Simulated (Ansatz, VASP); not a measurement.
## One calculation of Si3N4, two programs

INCAR

```
SYSTEM = Si3N4
PREC     = Accurate       ! precision mode
ENCUT    = 600            ! plane-wave cutoff, eV
EDIFF    = 1E-6           ! SCF threshold, eV
ISMEAR   = 0              ! smearing method
SIGMA    = 0.01           ! smearing width, eV
LREAL    = .FALSE.        ! projectors in reciprocal space
LASPH    = .TRUE.         ! aspherical terms in the spheres
NELM     = 120            ! most SCF steps
ALGO     = Normal         ! electronic algorithm
ISIF     = 2              ! what is computed and relaxed
LWAVE    = .FALSE.        ! write WAVECAR
LCHARG   = .FALSE.        ! write CHGCAR
GGA      = PE             ! functional
NBANDS   = 84             ! bands
GGA_COMPAT= .FALSE.
```

KPOINTS

```
regular mesh
0
G
  1 1 1
  0 0 0
```

Contents of POSCAR:

```
Si3N4
1.0
    7.6639217127      0.0000000000      0.0000000000
   -3.8319608564      6.6371508959      0.0000000000
    0.0000000000      0.0000000000      5.8525451452
Si N
12 16
Direct
    0.2310829733      0.8249730151      0.3750000000
    0.4061099583      0.2310829733      0.1250000000
    0.8249730151      0.5938900417      0.1250000000
    0.1750269849      0.4061099583      0.3750000000
    0.5938900417      0.7689170267      0.3750000000
    0.7689170267      0.1750269849      0.1250000000
    0.2310829733      0.8249730151      0.8750000000
    0.4061099583      0.2310829733      0.6250000000
    0.8249730151      0.5938900417      0.6250000000
    0.1750269849      0.4061099583      0.8750000000
    0.5938900417      0.7689170267      0.8750000000
    0.7689170267      0.1750269849      0.6250000000
    0.3333333333      0.6666666667      0.3750000000
    0.6666666667      0.3333333333      0.1250000000
    0.9691646980      0.6699922986      0.3750000000
    0.2991723994      0.9691646980      0.1250000000
    0.6699922986      0.7008276006      0.1250000000
    0.3300077014      0.2991723994      0.3750000000
    0.0308353020      0.3300077014      0.1250000000
    0.7008276006      0.0308353020      0.3750000000
    0.3333333333      0.6666666667      0.8750000000
    0.6666666667      0.3333333333      0.6250000000
    0.9691646980      0.6699922986      0.8750000000
    0.2991723994      0.9691646980      0.6250000000
    0.6699922986      0.7008276006      0.6250000000
    0.3300077014      0.2991723994      0.8750000000
    0.0308353020      0.3300077014      0.6250000000
    0.7008276006      0.0308353020      0.8750000000
```

Input for Ansatz:

```yaml
crystal:
  lattice:
    - [7.6639217127, 0.0, 0.0]
    - [-3.8319608564, 6.6371508959, 0.0]
    - [0.0, 0.0, 5.8525451452]
  atoms:
    - { symbol: Si, position: [0.2310829733, 0.8249730151, 0.375] }
    - { symbol: Si, position: [0.4061099583, 0.2310829733, 0.125] }
    - { symbol: Si, position: [0.8249730151, 0.5938900417, 0.125] }
    - { symbol: Si, position: [0.1750269849, 0.4061099583, 0.375] }
    - { symbol: Si, position: [0.5938900417, 0.7689170267, 0.375] }
    - { symbol: Si, position: [0.7689170267, 0.1750269849, 0.125] }
    - { symbol: "N", position: [0.3333333333, 0.6666666667, 0.375] }
    - { symbol: "N", position: [0.6666666667, 0.3333333333, 0.125] }
    - { symbol: "N", position: [0.969164698, 0.6699922986, 0.375] }
    - { symbol: "N", position: [0.2991723994, 0.969164698, 0.125] }
    - { symbol: "N", position: [0.6699922986, 0.7008276006, 0.125] }
    - { symbol: "N", position: [0.3300077014, 0.2991723994, 0.375] }
    - { symbol: "N", position: [0.030835302, 0.3300077014, 0.125] }
    - { symbol: "N", position: [0.7008276006, 0.030835302, 0.375] }
    - { symbol: Si, position: [0.2310829733, 0.8249730151, 0.875] }
    - { symbol: Si, position: [0.4061099583, 0.2310829733, 0.625] }
    - { symbol: Si, position: [0.8249730151, 0.5938900417, 0.625] }
    - { symbol: Si, position: [0.1750269849, 0.4061099583, 0.875] }
    - { symbol: Si, position: [0.5938900417, 0.7689170267, 0.875] }
    - { symbol: Si, position: [0.7689170267, 0.1750269849, 0.625] }
    - { symbol: "N", position: [0.3333333333, 0.6666666667, 0.875] }
    - { symbol: "N", position: [0.6666666667, 0.3333333333, 0.625] }
    - { symbol: "N", position: [0.969164698, 0.6699922986, 0.875] }
    - { symbol: "N", position: [0.2991723994, 0.969164698, 0.625] }
    - { symbol: "N", position: [0.6699922986, 0.7008276006, 0.625] }
    - { symbol: "N", position: [0.3300077014, 0.2991723994, 0.875] }
    - { symbol: "N", position: [0.030835302, 0.3300077014, 0.625] }
    - { symbol: "N", position: [0.7008276006, 0.030835302, 0.875] }
basis:
  ecutwfc: 420
  xc_grid: 2
hamiltonian:
  xc: pbe
kpoints:
  mp_grid: { grid: [1, 1, 1] }
scf:
  occupations: { method: fixed }
  max_iter: 120
output:
  forces: true
```

Alike in both runs: task single point; functional PBE; k mesh 1 × 1 × 1; no spin polarisation.

|  | VASP | Ansatz |
| --- | --- | --- |
| version | VASP 6.6.1 | Ansatz 0.2.0 |
| potentials or method | VASP PAW PBE potentials, release 64 (Si, N), cutoff 600 eV | plane-wave PAW DFT |
| occupations | gaussian, width 0.01 eV | fixed |
| valence electrons in the cell | 128 | 128 |

|  | VASP | Ansatz | Ansatz less VASP |
| --- | --- | --- | --- |
| rms of the force components (eV/Å) | 0.209 | 0.208 | -0.0010 |

The k mesh is coarse, so the values compare programs but aren't converged.
